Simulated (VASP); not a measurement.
# BaTiO3 (Cm) in VASP: single point with r2SCAN

Aim: the single point of BaTiO3 with r2SCAN.

Program: VASP 6.6.1. These are calculated values, not measurements. Logs are shortened: lines on timing, memory, paths and dates and some standing lists are left out, and cuts for length are marked.

## 1. The cell of the first run

The structure is monoclinic, space group Cm (No. 8). The conventional cell has a = 5.648 Å, b = 5.648 Å, c = 12.065 Å, α = 90.00°, β = 96.72°, γ = 90.00°. Ba (site symmetry m) has 10 O at 2.45 to 2.82 Å and 1 Ti at 2.45 Å within 3.2 Å. Ba (site symmetry m) has 12 O at 2.82 Å and 8 Ti at 3.46 Å within 3.7 Å. Within 3.7 Å of Ba (site symmetry m) lie 12 O at 2.82 Å and 8 Ti at 3.46 Å. Ti (site symmetry m) has 6 O at 2.00 to 2.45 Å and 1 Ba at 2.45 Å within 2.6 Å. Ti (site symmetry m) has 6 O at 2.00 Å within 2.6 Å. Ti (site symmetry m) has 6 O at 2.00 Å within 2.6 Å. Within 2.6 Å of O (site symmetry m) lie 2 Ti at 2.00 Å. Within 2.6 Å of O (site symmetry m) lie 2 Ti at 2.00 Å.

## 2. Single point, r2SCAN (the part above a cut slid along it)

Contents of POSCAR:

```
BaTiO3
1.0
   -3.9939696152      0.0000000000      0.0000000000
    0.0000000000     -3.9939696152      0.0000000000
   -0.9984924038      0.9984924038     11.9823115418
Ba Ti O
3 3 9
Direct
   -0.2291625000      1.2291625000      0.9166500000
   -0.0624958333      1.0624958333      0.2499833333
   -0.1458291667      1.1458291667      0.5833166667
    0.4791708333      0.5208291667      0.0833166667
    0.3958375000      0.6041625000      0.4166500000
    0.3125041667      0.6874958333      0.7499833333
    0.4375041667      0.5624958333      0.2499833333
    0.3541708333      0.6458291667      0.5833166667
    0.2708375000      0.7291625000      0.9166500000
    0.4791708333      0.0208291667      0.0833166667
    0.3958375000      0.1041625000      0.4166500000
    0.3125041667      0.1874958333      0.7499833333
    0.9791708333      0.5208291667      0.0833166667
    0.8958375000      0.6041625000      0.4166500000
    0.8125041667      0.6874958333      0.7499833333
```

Contents of INCAR.step1:

```
SYSTEM = BaTiO3
  PREC = Accurate
  ENCUT = 520
  ISMEAR = 0
  SIGMA = 0.05
  LREAL = Auto
  LASPH = .True.
  NELM = 80
  NBANDS = 73
  GGA = PE
  ALGO = Normal
  EDIFF = 1E-4
  LWAVE = .True.
  LCHARG = .False.
```

Contents of INCAR.step2:

```
SYSTEM = BaTiO3
  PREC = Accurate
  ENCUT = 520
  EDIFF = 1E-6
  ISMEAR = 0
  SIGMA = 0.05
  LREAL = Auto
  LASPH = .True.
  NELM = 80
  ALGO = Normal
  ISIF = 2
  LWAVE = .False.
  LCHARG = .False.
  METAGGA = R2SCAN
  LMIXTAU = .True.
  NBANDS = 73
  ISTART = 1
```

Contents of KPOINTS:

```
Automatic mesh
0
Gamma
  7 7 3
  0 0 0
```

Potentials or basis: VASP PAW PBE potentials, release 64 (Ba_sv, Ti_sv, O).

Launch:

```
cat potpaw_PBE.64/Ba_sv/POTCAR potpaw_PBE.64/Ti_sv/POTCAR potpaw_PBE.64/O/POTCAR > POTCAR
cp INCAR.step1 INCAR
mpirun -np 1 vasp_std > vasp.out
cp INCAR.step2 INCAR
mpirun -np 1 vasp_std > vasp.out
```

OUTCAR:

```text
SYSTEM = BaTiO3
   PREC = Accurate
   ENCUT = 520
   EDIFF = 1E-6
   ISMEAR = 0
   LREAL = Auto
   LASPH = .True.
   NELM = 80
   ISIF = 2
   METAGGA = R2SCAN
   ISTART = 1

 ion  position               nearest neighbor table
   1  0.771  0.229  0.917-  10 2.45  13 2.45   4 2.45   9 2.82   9 2.82   9 2.82   9 2.82  15 2.82
                            12 2.82  12 2.82  15 2.82   6 3.46   6 3.46   6 3.46   6 3.46   4 3.74
   2  0.938  0.062  0.250-   7 2.82   7 2.82   7 2.82   7 2.82  10 2.82  13 2.82  10 2.82  13 2.82
                            11 2.82  14 2.82  11 2.82  14 2.82   4 3.46   4 3.46   4 3.46   4 3.46
   3  0.854  0.146  0.583-   8 2.82   8 2.82   8 2.82   8 2.82  12 2.82  15 2.82  12 2.82  15 2.82
                            14 2.82  11 2.82  14 2.82  11 2.82   6 3.46   6 3.46   6 3.46   6 3.46
   4  0.479  0.521  0.083-  10 2.00  13 2.00  10 2.00  13 2.00   7 2.00   1 2.45   2 3.46   2 3.46
                             2 3.46   2 3.46   1 3.74   1 3.74
   5  0.396  0.604  0.417-  11 2.00  14 2.00  11 2.00  14 2.00   7 2.00   8 2.00   2 3.46   3 3.46
                             2 3.46   2 3.46   3 3.46   3 3.46   2 3.46   3 3.46
   6  0.313  0.687  0.750-  12 2.00  15 2.00  12 2.00  15 2.00   8 2.00   9 2.00   3 3.46   3 3.46
                             3 3.46   3 3.46   1 3.46   1 3.46   1 3.46   1 3.46
   7  0.438  0.562  0.250-   4 2.00   5 2.00   2 2.82   2 2.82   2 2.82   2 2.82
   8  0.354  0.646  0.583-   6 2.00   5 2.00   3 2.82   3 2.82   3 2.82   3 2.82
   9  0.271  0.729  0.917-   6 2.00   1 2.82   1 2.82   1 2.82   1 2.82
  10  0.479  0.021  0.083-   4 2.00   4 2.00   1 2.45   2 2.82   2 2.82
  11  0.396  0.104  0.417-   5 2.00   5 2.00   2 2.82   3 2.82   2 2.82   3 2.82
  12  0.313  0.187  0.750-   6 2.00   6 2.00   3 2.82   3 2.82   1 2.82   1 2.82
  13  0.979  0.521  0.083-   4 2.00   4 2.00   1 2.45   2 2.82   2 2.82
  14  0.896  0.604  0.417-   5 2.00   5 2.00   2 2.82   3 2.82   2 2.82   3 2.82
  15  0.813  0.687  0.750-   6 2.00   6 2.00   3 2.82   3 2.82   1 2.82   1 2.82

  LATTYP: Found a base centered monoclinic cell.
 ALAT       =     5.6483259975
 B/A-ratio  =     1.0000000000
 C/A-ratio  =     2.1360717411
 COS(beta)  =    -0.1170372676

  Lattice vectors:

 A1 = (   0.0000000000,  -3.9939696152,   0.0000000000)
 A2 = (   3.9939696152,   0.0000000000,   0.0000000000)
 A3 = (  -0.9984924038,   0.9984924038,  11.9823115418)

Analysis of symmetry for initial positions (statically):
=====================================================================
 Subroutine PRICEL returns:
 Original cell was already a primitive cell.

 Routine SETGRP: Setting up the symmetry group for a
 base centered monoclinic supercell.

 Subroutine GETGRP returns: Found  2 space group operations
 (whereof  2 operations were pure point group operations)
 out of a pool of  4 trial point group operations.

The static configuration has the point symmetry C_1h.

Analysis of symmetry for dynamics (positions and initial velocities):
=====================================================================
 Subroutine PRICEL returns:
 Original cell was already a primitive cell.

 Routine SETGRP: Setting up the symmetry group for a
 base centered monoclinic supercell.

 Subroutine GETGRP returns: Found  2 space group operations
 (whereof  2 operations were pure point group operations)
 out of a pool of  4 trial point group operations.

The dynamic configuration has the point symmetry C_1h.

 Subroutine INISYM returns: Found  2 space group operations
 (whereof  2 operations are pure point group operations),
 and found     1 'primitive' translations

----------------------------------------------------------------------------------------

                                     Primitive cell

  volume of cell :     191.1394

  direct lattice vectors                    reciprocal lattice vectors
    -3.993969615  0.000000000  0.000000000    -0.250377468  0.000000000 -0.020864088
     0.000000000 -3.993969615  0.000000000     0.000000000 -0.250377468  0.020864088
    -0.998492404  0.998492404 11.982311542     0.000000000  0.000000000  0.083456351

  length of vectors
     3.993969615  3.993969615 12.065229548     0.251245272  0.251245272  0.083456351

  position of ions in fractional coordinates (direct lattice)
     0.770837500  0.229162500  0.916650000
     0.937504167  0.062495833  0.249983333
     0.854170833  0.145829167  0.583316667
     0.479170833  0.520829167  0.083316667
     0.395837500  0.604162500  0.416650000
     0.312504167  0.687495833  0.749983333
     0.437504167  0.562495833  0.249983333
     0.354170833  0.645829167  0.583316667
     0.270837500  0.729162500  0.916650000
     0.479170833  0.020829167  0.083316667
     0.395837500  0.104162500  0.416650000
     0.312504167  0.187495833  0.749983333
     0.979170833  0.520829167  0.083316667
     0.895837500  0.604162500  0.416650000
     0.812504167  0.687495833  0.749983333

  ion indices of the primitive-cell ions
   primitive index   ion index
                 1           1
                 2           2
                 3           3
                 4           4
                 5           5
                 6           6
                 7           7
                 8           8
                 9           9
                10          10
                11          11
                12          12
                13          13
                14          14
                15          15

----------------------------------------------------------------------------------------

 KPOINTS: Automatic mesh

Automatic generation of k-mesh.
 Grid dimensions read from file:
 generate k-points for:    7    7    3

 Generating k-lattice:

  Cartesian coordinates                     Fractional coordinates (reciprocal lattice)
    -0.035768210  0.000000000 -0.002980584     0.142857143  0.000000000 -0.000000000
     0.000000000 -0.035768210  0.002980584     0.000000000  0.142857143  0.000000000
     0.000000000  0.000000000  0.027818784     0.000000000  0.000000000  0.333333333

  Length of vectors
     0.035892182  0.035892182  0.027818784

  Shift w.r.t. Gamma in fractional coordinates (k-lattice)
     0.000000000  0.000000000  0.000000000

 Subroutine IBZKPT returns following result:
 ===========================================

 Found     44 irreducible k-points:

 Following reciprocal coordinates:
            Coordinates               Weight
  0.000000  0.000000  0.000000      1.000000
  0.142857  0.000000  0.000000      4.000000
  0.285714  0.000000  0.000000      4.000000
  0.428571  0.000000  0.000000      4.000000
  0.142857  0.142857  0.000000      2.000000
  0.285714  0.142857 -0.000000      4.000000
[... 16 lines left out ...]
 -0.142857  0.000000  0.333333      4.000000
  0.142857  0.142857  0.333333      4.000000
 [... further k-points ...]
   k-points           NKPTS =     44   k-points in BZ     NKDIM =     44   number of bands    NBANDS=     73
   number of dos      NEDOS =    301   number of ions     NIONS =     15
   total plane-waves  NPLWV =  81000
   dimension x,y,z NGX =    30 NGY =   30 NGZ =   90
   dimension x,y,z NGXF=    60 NGYF=   60 NGZF=  180
   ions per type =               3   3   9
   NGX,Y,Z   is equivalent  to a cutoff of  12.49, 12.49, 12.40 a.u.
   NGXF,Y,Z  is equivalent  to a cutoff of  24.97, 24.97, 24.80 a.u.
 SYSTEM =  BaTiO3
   PREC   = accura    normal or accurate (medium, high low for compatibility)
   ISTART =      1    job   : 0-new  1-cont  2-samecut
   ICHARG =      0    charge: 1-file 2-atom 10-const
   ISPIN  =      1    spin polarized calculation?
   LNONCOLLINEAR =      F non collinear calculations
   LSORBIT =      F    spin-orbit coupling
   LASPH  =      T    aspherical Exc in radial PAW
   ENCUT  =  520.0 eV  38.22 Ry    6.18 a.u.   7.43  7.43 22.43*2*pi/ulx,y,z
   NELM   =     80;   NELMIN=  2; NELMDL=  0     # of ELM steps
   EDIFF  = 0.1E-05   stopping-criterion for ELM
   LREAL  =      T    real-space projection
   EDIFFG = 0.1E-04   stopping-criterion for IOM
   NSW    =      0    number of steps for IOM
   IBRION =     -1    ionic relax: 0-MD 1-quasi-New 2-CG
   NFREE  =      0    steps in history (QN), initial steepest desc. (CG)
   ISIF   =      2    stress and relaxation
   ISYM   =      2    0-nonsym 1-usesym 2-fastsym
   POTIM  = 0.5000    time-step for ionic-motion
   TEBEG  =    0.0;   TEEND  =   0.0 temperature during run
   PSTRESS=    0.0 pullay stress
   NELECT =     120.0000    total number of electrons
   NUPDOWN=      -1.0000    fix difference up-down
   EMIN   =  10.00;   EMAX   =-10.00  energy-range for DOS
   EFERMI =   0.00;   METHOD = LEGACY
   ISMEAR =     0;   SIGMA  =   0.05  broadening in eV -4-tet -1-fermi 0-gaus
   EFERMI_NEDOS =   21; number of points for ismear=-14 and -15
   IALGO  =     38    algorithm
   IMIX   =      4    mixing-type and parameters
     AMIX     =   0.40;   BMIX     =  1.00
     AMIX_MAG =   1.60;   BMIX_MAG =  1.00
  volume/ion in A,a.u.               =      12.74        85.99
  Fermi-wavevector in a.u.,A,eV,Ry     =   1.401797  2.649013 26.735932  1.965036
  Thomas-Fermi vector in A             =   2.524623
   LORBIT       =      0    0 simple, 1 ext, 2 COOP (PROOUT), +10 PAW based schemes
   METAGGA = R2SCAN    functional components
   LHFCALC =     F    Hartree Fock is set to
   AEXX    =    0.0000 exact exchange contribution
   IVDW    =     0    specifies the selected vdW correction
   LEPSILON=     F    determine dielectric tensor
   LRPA    =     F    only Hartree local field effects (RPA)
 non-spin polarized calculation
 Gauss-broadening in eV      SIGMA  =   0.05
  energy-cutoff  :      520.00
  volume of cell :      191.14
 maximum number of plane-waves:      5187
 NGX is ok and might be reduce to    30
   NGX = 15   NGY = 15   NGZ = 45

 number of electron     119.9999968 magnetization

 Free energy of the ion-electron system (eV)
  ---------------------------------------------------
  ext. energy  EPLUGINS =         0.00000000
  ---------------------------------------------------
  free energy    TOTEN  =      -218.02877245 eV

  energy without entropy =     -218.02877245  energy(sigma->0) =     -218.02877245

 E-fermi :   4.4357     XC(G=0): -11.9431

 val. band max:        4.0405244226   @ k =   0.4286  -0.4286   0.3333
 cond. band min:       5.1446199699   @ k =   0.0000   0.0000   0.0000
 fundamental gap:      1.1040955473
 Fermi energy:         4.4357461026

 k-point     1 :       0.0000    0.0000    0.0000
  band No.  band energies     occupation
      1     -55.8649      2.00000
      2     -55.3438      2.00000
      3     -54.8252      2.00000
      4     -31.3761      2.00000
      5     -30.9578      2.00000
      6     -30.8891      2.00000
[... 64 lines left out ...]
     71       7.4613      0.00000
     72       7.7310      0.00000
[... 1723 lines left out ...]
     71       8.1672      0.00000
     72       8.5918      0.00000

 [... further k-points ...]

 [bands above 72 left out]

------------------------ aborting loop because EDIFF is reached ----------------------------------------

  FORCE on cell =-STRESS in cart. coord.  units (eV):
  Direction    XX          YY          ZZ          XY          YZ          ZX
  --------------------------------------------------------------------------------------
  -------------------------------------------------------------------------------------
  Total        1.4479104      1.4479104     15.6507589      1.1981274     -6.7893973      6.7894128
  in kB       12.1367428     12.1367428    131.1885290     10.0430000    -56.9104062     56.9105364
  external PRESSURE =      51.8206715 kB  Pullay stress =       0.0000000 kB

 VOLUME and BASIS-vectors are now :
 -----------------------------------------------------------------------------
  energy-cutoff  :      520.00
  volume of cell :      191.14
      direct lattice vectors                 reciprocal lattice vectors
    -3.993969615  0.000000000  0.000000000    -0.250377468  0.000000000 -0.020864088
     0.000000000 -3.993969615  0.000000000     0.000000000 -0.250377468  0.020864088
    -0.998492404  0.998492404 11.982311542     0.000000000  0.000000000  0.083456351

 POSITION                                       TOTAL-FORCE (eV/Angst)
 -----------------------------------------------------------------------------------
     -3.99397     -0.00000     10.98359        -2.427746      2.427746     -6.720437
     -3.99397      0.00000      2.99538        -0.033732      0.033732     -0.107082
     -3.99397     -0.00000      6.98948        -0.005799      0.005799      0.203272
     -1.99698     -1.99698      0.99833         2.781008     -2.781008      5.163874
     -1.99698     -1.99698      4.99243         0.007217     -0.007217      0.888582
     -1.99698     -1.99698      8.98653        -0.001882      0.001882      1.370072
     -1.99698     -1.99698      2.99538         0.078227     -0.078227     -1.066234
     -1.99698     -1.99698      6.98948        -0.024454      0.024454     -0.849830
     -1.99698     -1.99698     10.98359        -0.907504      0.907504     -1.955367
     -1.99698     -0.00000      0.99833        -0.032237     -0.514691      1.814081
     -1.99698     -0.00000      4.99243        -0.002219     -0.005548     -0.194624
     -1.99698      0.00000      8.98653         0.115767      0.066884     -0.082883
     -3.99397     -1.99698      0.99833         0.514691      0.032237      1.814081
     -3.99397     -1.99698      4.99243         0.005548      0.002219     -0.194624
     -3.99397     -1.99698      8.98653        -0.066884     -0.115767     -0.082883
 -----------------------------------------------------------------------------------
    total drift:                                0.019926     -0.019927      0.034187

  FREE ENERGIE OF THE ION-ELECTRON SYSTEM (eV)
  ---------------------------------------------------
  free  energy   TOTEN  =      -218.0287724537 eV

  energy  without entropy=     -218.0287724537  energy(sigma->0) =     -218.02877245
```

It took 42 min on 1 thread of Oxide Virtual Turin-like, shared host; peak memory 0.51 GiB.

Results:

```
Free energy            : -218.0288 eV
Pressure               : 5.2 GPa
Largest force          : 7.547 eV/Å
Band gap on the k mesh : 1.10 eV (least direct gap 1.30 eV)
```

Forces on the atoms (eV/Å):
```
Ba  -2.428  2.428 -6.720
Ba  -0.034  0.034 -0.107
Ba  -0.006  0.006  0.203
Ti   2.781 -2.781  5.164
Ti   0.007 -0.007  0.889
Ti  -0.002  0.002  1.370
O    0.078 -0.078 -1.066
O   -0.024  0.024 -0.850
O   -0.908  0.908 -1.955
O   -0.032 -0.515  1.814
O   -0.002 -0.006 -0.195
O    0.116  0.067 -0.083
O    0.515  0.032  1.814
O    0.006  0.002 -0.195
O   -0.067 -0.116 -0.083
```

Stress tensor (GPa, compression positive):
```
 1.21  1.00  5.69
 1.00  1.21 -5.69
 5.69 -5.69 13.12
```

Caveat: the cell differs from its parent crystal (the part above a cut slid along it); the stress differs along the axes, from 1 to 13 GPa; the PAW data sets were made with another functional, which shifts forces and pressure a little; spin-orbit coupling is left out, which moves the levels of the heavy elements.
